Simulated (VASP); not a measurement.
## Ge: single point with PBE

The system is Ge.

```xyz
4
Lattice="4.0208 0.0000 0.0000 -2.0104 3.4821 0.0000 0.0000 0.0000 11.9025" Properties=species:S:1:pos:R:3 pbc="T T T"
Ge    0.0000    0.0000   11.4717
Ge    0.0000    0.0000    5.5205
Ge    0.0000    2.3214   11.0514
Ge    2.0104    1.1607    5.1001
```

This cell differs from its parent crystal: strained and its atoms moved.

```yaml
Program: VASP 6.6.1
Task: single point
Functional: PBE
Potentials_or_basis: VASP PAW PBE potentials, release 64 (Ge_d)
Cutoff: 520 eV
k_mesh: 12 × 12 × 4
Occupations: gaussian, width 0.1 eV
Spin: no spin polarisation
Dipole_correction: no
Further_INCAR_settings: ALGO = Fast; EDIFF = 1e-06; NBANDS = 36
```

| Quantity | Value |
| --- | --- |
| Pressure | 1.5 GPa |
| Largest force | 0.595 eV/Å |
| Band gap on the k mesh | zero (bands 28 and 29 overlap by 0.31 eV) |

Forces on the atoms (eV/Å):
```
Ge   0.000  0.000  0.595
Ge   0.000  0.000  0.595
Ge   0.000  0.000 -0.595
Ge   0.000  0.000 -0.595
```

Stress tensor (GPa, compression positive):
```
2.03 0.00 0.00
0.00 2.03 0.00
0.00 0.00 0.37
```

Levels at points of the mesh, in eV from the Fermi level:
```tsv
k point	band 26	band 27	band 28	band 29	band 30	band 31
(0.00, 0.00, 0.00)	-1.12	-1.12	-1.12	-0.26	-0.21	2.23
(0.50, 0.00, 0.00)	-2.68	-1.10	-1.00	0.77	0.90	1.02
(0.00, 0.00, 0.50)	-1.12	-1.12	-1.12	-0.24	-0.24	2.98
(0.50, 0.00, 0.50)	-2.68	-1.05	-1.05	0.82	0.82	1.03
```

Run time: 2.5 min on 1 thread of Intel(R) Xeon(R) 6975P-C (Granite Rapids) (shared host), peak memory 0.41 GiB.

Caveat: the cell differs from its parent crystal (strained and its atoms moved).
